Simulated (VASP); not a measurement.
W:

```
W
1.0
     0.00000    2.00602    2.00602
     2.00602    0.00000    2.00602
     2.00602    2.00602    0.00000
W
1
Direct
  0.00000 0.00000 0.00000
```

```yaml
Program: VASP 6.6.1
Task: relaxation of cell and atoms
Functional: PBE
Potentials_or_basis: VASP PAW PBE potentials, release 64 (W_sv)
Cutoff: 500 eV
k_mesh: 17 × 17 × 17
Occupations: fermi-dirac, width 0.08 eV
Spin: no spin polarisation
```

At the start: pressure 6.2 GPa; volume 16.14 Å³/atom.

Q: How do energy, volume and symmetry change on relaxing?

A: Over 4 steps the energy falls by 6.5 meV/atom and the volume is 16.49 Å³/atom (+2.1 %); space group Fm-3m (No. 225, to 0.05 Å).

The path:
```csv
step,energy change (eV),largest force (eV/Å),pressure (GPa),volume (Å³)
1,0.0000,0.0000,6.20,16.15
2,0.0579,0.0000,-16.77,17.65
3,-0.0065,0.0000,-0.16,16.50
4,-0.0065,0.0000,-0.02,16.49
```

Final structure:
```xyz
1
Lattice="0.0000 2.0202 2.0202 2.0202 0.0000 2.0202 2.0202 2.0202 0.0000" Properties=species:S:1:pos:R:3 pbc="T T T"
W     0.0000    0.0000    0.0000
```
